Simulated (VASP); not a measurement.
# W (P6_3/mmc) in VASP: further runs

W is run at these levels: revPBE; tasks: single point.

All numbers are computed with VASP 6.6.1; they aren't measurements. Logs are shortened: lines on timing, memory, paths and dates and some standing lists are left out, and cuts for length are marked.

## 1. The cell of the first run

It takes space group P6_3/mmc (No. 194, hexagonal). The conventional cell has a = 2.857 Å, b = 2.857 Å, c = 5.096 Å, α = 90.00°, β = 90.00°, γ = 120.00°. Within 3.8 Å of W (site symmetry -6m2) lie 12 W at 2.86 to 3.04 Å.

## 2. Single point, revPBE (volume scaled by 1.08)

Contents of INCAR:

```
SYSTEM = W
PREC = Accurate
ENCUT = 520
EDIFF = 1E-6
ISMEAR = -1
SIGMA = 0.1
LREAL = .FALSE.
LASPH = .TRUE.
NELM = 100
ALGO = Normal
ISIF = 2
LWAVE = .FALSE.
LCHARG = .TRUE.
GGA = RE
LELF = .TRUE.
LVHAR = .TRUE.
NBANDS = 21
```

Contents of KPOINTS:

```
regular mesh
0
G
  15 15 7
  0 0 0
```

Contents of POSCAR:

```
W
1.0
    2.8574485102      0.0000000000      0.0000000000
   -1.4287242551      2.4746229999      0.0000000000
    0.0000000000      0.0000000000      5.0961192002
W
2
Direct
    0.3333333333      0.6666666667      0.2500000000
    0.6666666667      0.3333333333      0.7500000000
```

Potentials or basis: VASP PAW PBE potentials, release 64 (W_sv).

On the command line:

```bash
cat potpaw_PBE.64/W_sv/POTCAR > POTCAR
mpirun -np 1 vasp_std > vasp.out
```

OUTCAR:

```text
SYSTEM = W
   PREC = Accurate
   ENCUT = 520
   EDIFF = 1E-6
   ISMEAR = -1
   LREAL = .FALSE.
   LASPH = .TRUE.
   NELM = 100
   ISIF = 2
   GGA = RE

 ion  position               nearest neighbor table
   1  0.333  0.667  0.250-   2 3.04   2 3.04   2 3.04   2 3.04   2 3.04   2 3.04
   2  0.667  0.333  0.750-   1 3.04   1 3.04   1 3.04   1 3.04   1 3.04   1 3.04

  LATTYP: Found a hexagonal cell.
 ALAT       =     2.8574485102
 C/A-ratio  =     1.7834509290

  Lattice vectors:

 A1 = (   2.8574485102,   0.0000000000,   0.0000000000)
 A2 = (  -1.4287242551,   2.4746229999,   0.0000000000)
 A3 = (   0.0000000000,   0.0000000000,   5.0961192002)

Analysis of symmetry for initial positions (statically):
=====================================================================
 Subroutine PRICEL returns:
 Original cell was already a primitive cell.

 Routine SETGRP: Setting up the symmetry group for a
 hexagonal supercell.

 Subroutine GETGRP returns: Found 24 space group operations
 (whereof 12 operations were pure point group operations)
 out of a pool of 24 trial point group operations.

The static configuration has the point symmetry D_3d.
 The point group associated with its full space group is D_6h.

Analysis of symmetry for dynamics (positions and initial velocities):
=====================================================================
 Subroutine PRICEL returns:
 Original cell was already a primitive cell.

 Routine SETGRP: Setting up the symmetry group for a
 hexagonal supercell.

 Subroutine GETGRP returns: Found 24 space group operations
 (whereof 12 operations were pure point group operations)
 out of a pool of 24 trial point group operations.

The dynamic configuration has the point symmetry D_3d.
 The point group associated with its full space group is D_6h.

 Subroutine INISYM returns: Found 24 space group operations
 (whereof 12 operations are pure point group operations),
 and found     1 'primitive' translations

----------------------------------------------------------------------------------------

                                     Primitive cell

  volume of cell :      36.0352

  direct lattice vectors                    reciprocal lattice vectors
     2.857448510  0.000000000  0.000000000     0.349962562  0.202050979  0.000000000
    -1.428724255  2.474623000  0.000000000     0.000000000  0.404101958  0.000000000
     0.000000000  0.000000000  5.096119200     0.000000000  0.000000000  0.196227749

  length of vectors
     2.857448510  2.857448510  5.096119200     0.404101958  0.404101958  0.196227749

  position of ions in fractional coordinates (direct lattice)
     0.333333333  0.666666667  0.250000000
     0.666666667  0.333333333  0.750000000

  ion indices of the primitive-cell ions
   primitive index   ion index
                 1           1
                 2           2

----------------------------------------------------------------------------------------

 KPOINTS: regular mesh

Automatic generation of k-mesh.
 Grid dimensions read from file:
 generate k-points for:   15   15    7

 Generating k-lattice:

  Cartesian coordinates                     Fractional coordinates (reciprocal lattice)
     0.023330837  0.013470065  0.000000000     0.066666667 -0.000000000  0.000000000
     0.000000000  0.026940131  0.000000000     0.000000000  0.066666667  0.000000000
     0.000000000  0.000000000  0.028032536     0.000000000  0.000000000  0.142857143

  Length of vectors
     0.026940131  0.026940131  0.028032536

  Shift w.r.t. Gamma in fractional coordinates (k-lattice)
     0.000000000  0.000000000  0.000000000

 Subroutine IBZKPT returns following result:
 ===========================================

 Found    108 irreducible k-points:

 Following reciprocal coordinates:
            Coordinates               Weight
  0.000000  0.000000  0.000000      1.000000
  0.066667  0.000000  0.000000      6.000000
  0.133333  0.000000  0.000000      6.000000
  0.200000 -0.000000  0.000000      6.000000
  0.266667  0.000000  0.000000      6.000000
  0.333333 -0.000000  0.000000      6.000000
[... 16 lines left out ...]
  0.333333  0.200000  0.000000     12.000000
  0.400000  0.200000  0.000000      6.000000
 [... further k-points ...]
   k-points           NKPTS =    108   k-points in BZ     NKDIM =    108   number of bands    NBANDS=     21
   number of dos      NEDOS =    301   number of ions     NIONS =      2
   total plane-waves  NPLWV =  23040
   dimension x,y,z NGX =    24 NGY =   24 NGZ =   40
   dimension x,y,z NGXF=    48 NGYF=   48 NGZF=   80
   ions per type =               2
   NGX,Y,Z   is equivalent  to a cutoff of  13.96, 13.96, 13.05 a.u.
   NGXF,Y,Z  is equivalent  to a cutoff of  27.93, 27.93, 26.10 a.u.
 SYSTEM =  W
   PREC   = accura    normal or accurate (medium, high low for compatibility)
   ISTART =      0    job   : 0-new  1-cont  2-samecut
   ICHARG =      2    charge: 1-file 2-atom 10-const
   ISPIN  =      1    spin polarized calculation?
   LNONCOLLINEAR =      F non collinear calculations
   LSORBIT =      F    spin-orbit coupling
   LASPH  =      T    aspherical Exc in radial PAW
   ENCUT  =  520.0 eV  38.22 Ry    6.18 a.u.   5.31  5.31  9.48*2*pi/ulx,y,z
   NELM   =    100;   NELMIN=  2; NELMDL= -5     # of ELM steps
   EDIFF  = 0.1E-05   stopping-criterion for ELM
   LREAL  =      F    real-space projection
   EDIFFG = 0.1E-04   stopping-criterion for IOM
   NSW    =      0    number of steps for IOM
   IBRION =     -1    ionic relax: 0-MD 1-quasi-New 2-CG
   NFREE  =      0    steps in history (QN), initial steepest desc. (CG)
   ISIF   =      2    stress and relaxation
   ISYM   =      2    0-nonsym 1-usesym 2-fastsym
   POTIM  = 0.5000    time-step for ionic-motion
   TEBEG  =    0.0;   TEEND  =   0.0 temperature during run
   PSTRESS=    0.0 pullay stress
   NELECT =      28.0000    total number of electrons
   NUPDOWN=      -1.0000    fix difference up-down
   EMIN   =  10.00;   EMAX   =-10.00  energy-range for DOS
   EFERMI =   0.00;   METHOD = LEGACY
   ISMEAR =    -1;   SIGMA  =   0.10  broadening in eV -4-tet -1-fermi 0-gaus
   EFERMI_NEDOS =   21; number of points for ismear=-14 and -15
   IALGO  =     38    algorithm
   IMIX   =      4    mixing-type and parameters
     AMIX     =   0.40;   BMIX     =  1.00
     AMIX_MAG =   1.60;   BMIX_MAG =  1.00
  volume/ion in A,a.u.               =      18.02       121.59
  Fermi-wavevector in a.u.,A,eV,Ry     =   1.505053  2.844138 30.819712  2.265185
  Thomas-Fermi vector in A             =   2.615952
   LORBIT       =      0    0 simple, 1 ext, 2 COOP (PROOUT), +10 PAW based schemes
   GGA     = RE    functional components
   LHFCALC =     F    Hartree Fock is set to
   AEXX    =    0.0000 exact exchange contribution
   IVDW    =     0    specifies the selected vdW correction
   LEPSILON=     F    determine dielectric tensor
   LRPA    =     F    only Hartree local field effects (RPA)
 non-spin polarized calculation
  energy-cutoff  :      520.00
  volume of cell :       36.04
 maximum number of plane-waves:       985
 NGX is ok and might be reduce to    24
   NGX = 11   NGY = 11   NGZ = 19

 number of electron      27.9999997 magnetization

 Free energy of the ion-electron system (eV)
  ---------------------------------------------------
  ext. energy  EPLUGINS =         0.00000000
  ---------------------------------------------------
  free energy    TOTEN  =       -23.90936944 eV

  energy without entropy =      -23.83385046  energy(sigma->0) =      -23.87160995

 E-fermi :   9.4027     XC(G=0): -12.8721

 val. band max:        9.4025965609   @ k =   0.4000   0.1333   0.4286
 cond. band min:       9.4029820447   @ k =   0.4000   0.0667   0.4286
 fundamental gap:      0.0003854837
 Fermi energy:         9.4027236303

 k-point     1 :       0.0000    0.0000    0.0000
  band No.  band energies     occupation
      1     -64.5614      2.00000
      2     -64.5161      2.00000
      3     -29.0990      2.00000
      4     -28.4491      2.00000
      5     -28.2633      2.00000
      6     -28.2633      2.00000
[... 13 lines left out ...]
     20      13.2019      0.00000
     21      17.0614      0.00000

 k-point     2 :       0.0667    0.0000    0.0000
  band No.  band energies     occupation
      1     -64.5581      2.00000
      2     -64.5137      2.00000
      3     -29.0877      2.00000
      4     -28.4503      2.00000
      5     -28.3009      2.00000
      6     -28.2736      2.00000
[... 13 lines left out ...]
     20      13.6164      0.00000
     21      17.0302      0.00000

 k-point     3 :       0.1333    0.0000    0.0000
  band No.  band energies     occupation
      1     -64.5486      2.00000
      2     -64.5068      2.00000
      3     -29.0548      2.00000
      4     -28.4547      2.00000
      5     -28.4069      2.00000
      6     -28.3410      2.00000
[... 13 lines left out ...]
     20      14.5483      0.00000
     21      16.9140      0.00000

 k-point     4 :       0.2000   -0.0000    0.0000
  band No.  band energies     occupation
      1     -64.5345      2.00000
      2     -64.4968      2.00000
      3     -29.0038      2.00000
      4     -28.5616      2.00000
      5     -28.4947      2.00000
      6     -28.4634      2.00000
[... 13 lines left out ...]
     20      15.6677      0.00000
     21      16.6944      0.00000

 k-point     5 :       0.2667    0.0000    0.0000
  band No.  band energies     occupation
      1     -64.5178      2.00000
      2     -64.4856      2.00000
      3     -28.9405      2.00000
      4     -28.7372      2.00000
      5     -28.6660      2.00000
      6     -28.4782      2.00000
[... 13 lines left out ...]
     20      16.4283      0.00000
     21      16.8084      0.00000

 k-point     6 :       0.3333   -0.0000    0.0000
  band No.  band energies     occupation
      1     -64.5014      2.00000
      2     -64.4753      2.00000
      3     -28.9028      2.00000
      4     -28.8721      2.00000
      5     -28.8251      2.00000
      6     -28.4998      2.00000
[... 13 lines left out ...]
     20      16.2882      0.00000
     21      17.8465      0.00000

 k-point     7 :       0.4000   -0.0000    0.0000
  band No.  band energies     occupation
      1     -64.4878      2.00000
      2     -64.4680      2.00000
      3     -29.0304      2.00000
      4     -28.9467      2.00000
      5     -28.8088      2.00000
      6     -28.5264      2.00000
[... 13 lines left out ...]
     20      16.4806      0.00000
     21      18.6557      0.00000
[... 291 lines left out ...]
      1     -64.4759      2.00000
      2     -64.4630      2.00000
      3     -29.0567      2.00000
      4     -28.9718      2.00000
      5     -28.7443      2.00000
      6     -28.5707      2.00000
[... 13 lines left out ...]
     20      17.2015      0.00000
     21      18.6240      0.00000

 k-point    21 :       0.2000    0.2000    0.0000
  band No.  band energies     occupation
      1     -64.4973      2.00000
      2     -64.4730      2.00000
      3     -28.8546      2.00000
      4     -28.8380      2.00000
      5     -28.8270      2.00000
      6     -28.5060      2.00000
[... 13 lines left out ...]
     20      16.7611      0.00000
     21      18.7369      0.00000

 k-point    22 :       0.2667    0.2000    0.0000
  band No.  band energies     occupation
      1     -64.4843      2.00000
      2     -64.4662      2.00000
      3     -28.9301      2.00000
      4     -28.8869      2.00000
      5     -28.7923      2.00000
      6     -28.5778      2.00000
[... 13 lines left out ...]
     20      17.6799      0.00000
     21      19.0485      0.00000

 k-point    23 :       0.3333    0.2000    0.0000
  band No.  band energies     occupation
      1     -64.4746      2.00000
      2     -64.4625      2.00000
      3     -28.9910      2.00000
      4     -28.9184      2.00000
      5     -28.7376      2.00000
      6     -28.6403      2.00000
[... 13 lines left out ...]
     20      17.3190      0.00000
     21      18.4050      0.00000

 k-point    24 :       0.4000    0.2000    0.0000
  band No.  band energies     occupation
      1     -64.4708      2.00000
      2     -64.4616      2.00000
      3     -29.0121      2.00000
      4     -28.9276      2.00000
      5     -28.7118      2.00000
      6     -28.6647      2.00000
[... 13 lines left out ...]
     20      16.7368      0.00000
     21      17.9100      0.00000

 [... further k-points ...]
[... 5 lines left out ...]
  --------------------------------------------------------------------------------------
  -------------------------------------------------------------------------------------
  Total       -4.2375945     -4.2375945     -3.4992847     -0.0000000      0.0000000     -0.0000000
  in kB     -188.4095630   -188.4095630   -155.5832429     -0.0000000      0.0000000     -0.0000000
  external PRESSURE =    -177.4674563 kB  Pullay stress =       0.0000000 kB

 VOLUME and BASIS-vectors are now :
 -----------------------------------------------------------------------------
  energy-cutoff  :      520.00
  volume of cell :       36.04
      direct lattice vectors                 reciprocal lattice vectors
     2.857448510  0.000000000  0.000000000     0.349962562  0.202050979  0.000000000
    -1.428724255  2.474623000  0.000000000     0.000000000  0.404101958  0.000000000
     0.000000000  0.000000000  5.096119200     0.000000000  0.000000000  0.196227749

 POSITION                                       TOTAL-FORCE (eV/Angst)
 -----------------------------------------------------------------------------------
     -0.00000      1.64975      1.27403         0.000000      0.000000      0.000000
      1.42872      0.82487      3.82209        -0.000000      0.000000      0.000000
 -----------------------------------------------------------------------------------
    total drift:                               -0.000000      0.000000     -0.000000

  FREE ENERGIE OF THE ION-ELECTRON SYSTEM (eV)
  ---------------------------------------------------
  free  energy   TOTEN  =       -23.9093694395 eV

  energy  without entropy=      -23.8338504631  energy(sigma->0) =      -23.87160995
```

Run time: 60 s. Hardware: 1 thread of Intel Xeon Platinum 8259CL at 2.50GHz (Skylake/Cascade Lake), shared host; peak memory 0.2 GiB.

Results:

- Free energy: -23.9094 eV
- Pressure: -17.7 GPa
- Band gap on the k mesh: zero (band 14 reaches 10.55 eV, above the bottom of band 15 at 9.08 eV)

Stress tensor (GPa, compression positive):
```
-18.84   0.00   0.00
  0.00 -18.84   0.00
  0.00   0.00 -15.56
```

Caveat: the PAW data sets were made with another functional, which shifts forces and pressure a little; spin-orbit coupling is left out, which moves the levels of the heavy elements.

## 3. Single point, revPBE (volume scaled by 1.12)

Contents of INCAR:

```
ALGO = Normal
EDIFF = 1E-6
ENCUT = 520
GGA = RE
ISIF = 2
ISMEAR = -1
LASPH = True
LCHARG = True
LELF = True
LREAL = False
LVHAR = True
LWAVE = False
NBANDS = 21
NELM = 80
PREC = Accurate
SIGMA = 0.1
```

Contents of KPOINTS:

```
k-points
0
Gamma
  15 15 7
```

Contents of POSCAR:

```
W
1.0
    2.8922988780      0.0000000000      0.0000000000
   -1.4461494390      2.5048043036      0.0000000000
    0.0000000000      0.0000000000      5.1582731209
W
2
Direct
    0.3333333333      0.6666666667      0.2500000000
    0.6666666667      0.3333333333      0.7500000000
```

Potentials or basis: VASP PAW PBE potentials, release 64 (W_sv).

On the command line:

```bash
cat potpaw_PBE.64/W_sv/POTCAR > POTCAR
mpirun -np 1 vasp_std > vasp.out
```

OUTCAR:

```text
EDIFF = 1E-6
   ENCUT = 520
   GGA = RE
   ISIF = 2
   ISMEAR = -1
   LASPH = True
   LREAL = False
   NELM = 80
   PREC = Accurate

 ion  position               nearest neighbor table
   1  0.333  0.667  0.250-   2 3.07   2 3.07   2 3.07   2 3.07   2 3.07   2 3.07
   2  0.667  0.333  0.750-   1 3.07   1 3.07   1 3.07   1 3.07   1 3.07   1 3.07

  LATTYP: Found a hexagonal cell.
 ALAT       =     2.8922988780
 C/A-ratio  =     1.7834509290

  Lattice vectors:

[... 190 lines left out ...]
      2     -65.0546      2.00000
      3     -29.5714      2.00000
      4     -29.0030      2.00000
      5     -28.8216      2.00000
      6     -28.8216      2.00000
[... 565 lines left out ...]
     20      15.9273      0.00000
     21      17.1551      0.00000

 [... further k-points ...]
[... 5 lines left out ...]
  --------------------------------------------------------------------------------------
  -------------------------------------------------------------------------------------
  Total       -6.0311205     -6.0311205     -4.9505331     -0.0000000      0.0000000     -0.0000000
  in kB     -258.5754487   -258.5754487   -212.2468465     -0.0000000      0.0000000     -0.0000000
  external PRESSURE =    -243.1325813 kB  Pullay stress =       0.0000000 kB

 VOLUME and BASIS-vectors are now :
 -----------------------------------------------------------------------------
  energy-cutoff  :      520.00
  volume of cell :       37.37
      direct lattice vectors                 reciprocal lattice vectors
     2.892298878  0.000000000  0.000000000     0.345745735  0.199616393  0.000000000
    -1.446149439  2.504804304  0.000000000     0.000000000  0.399232786  0.000000000
     0.000000000  0.000000000  5.158273121     0.000000000  0.000000000  0.193863329

 POSITION                                       TOTAL-FORCE (eV/Angst)
 -----------------------------------------------------------------------------------
     -0.00000      1.66987      1.28957        -0.000000      0.000000      0.000000
      1.44615      0.83493      3.86870         0.000000     -0.000000      0.000000
 -----------------------------------------------------------------------------------
    total drift:                               -0.000000      0.000000     -0.000000

  FREE ENERGIE OF THE ION-ELECTRON SYSTEM (eV)
  ---------------------------------------------------
  free  energy   TOTEN  =       -23.7340296702 eV

  energy  without entropy=      -23.6562874153  energy(sigma->0) =      -23.69515854
```

OSZICAR:

```text
N       E                     dE             d eps       ncg     rms          rms(c)
DAV:   1     0.295734761266E+03    0.29573E+03   -0.17216E+04  4560   0.152E+03
DAV:   2    -0.154036677146E+02   -0.31114E+03   -0.30386E+03  4922   0.457E+02
DAV:   3    -0.250257479415E+02   -0.96221E+01   -0.93789E+01  5288   0.805E+01
DAV:   4    -0.251411237202E+02   -0.11538E+00   -0.11513E+00  4821   0.925E+00
DAV:   5    -0.251423659523E+02   -0.12422E-02   -0.12422E-02  5184   0.102E+00    0.211E+01
DAV:   6    -0.239888998711E+02    0.11535E+01   -0.16700E+00  4814   0.118E+01    0.713E+00
DAV:   7    -0.237430419539E+02    0.24586E+00   -0.67742E-01  5134   0.683E+00    0.101E+00
DAV:   8    -0.237341558532E+02    0.88861E-02   -0.12336E-02  4684   0.101E+00    0.158E-01
DAV:   9    -0.237340279245E+02    0.12793E-03   -0.79291E-04  5261   0.234E-01    0.660E-02
DAV:  10    -0.237340321604E+02   -0.42359E-05   -0.32162E-05  4741   0.507E-02    0.917E-03
DAV:  11    -0.237340311056E+02    0.10548E-05   -0.10912E-05  4922   0.298E-02    0.881E-03
DAV:  12    -0.237340295787E+02    0.15269E-05   -0.43842E-07  2548   0.552E-03    0.938E-04
DAV:  13    -0.237340296702E+02   -0.91589E-07   -0.31296E-08  2338   0.181E-03
   1 F= -.23734030E+02 E0= -.23695159E+02  d E =-.777423E-01
```

Run time: 63 s. Hardware: 1 thread of Intel Xeon Platinum 8259CL at 2.50GHz (Skylake/Cascade Lake), shared host; peak memory 0.2 GiB.

What came out:

```
Free energy            : -23.7340 eV
Pressure               : -24.3 GPa
Band gap on the k mesh : zero (band 14 reaches 10.05 eV, above the bottom of band 15 at 8.64 eV)
```

Caveat: the PAW data sets were made with another functional, which shifts forces and pressure a little; spin-orbit coupling is left out, which moves the levels of the heavy elements.

[end of part 1 of 2]
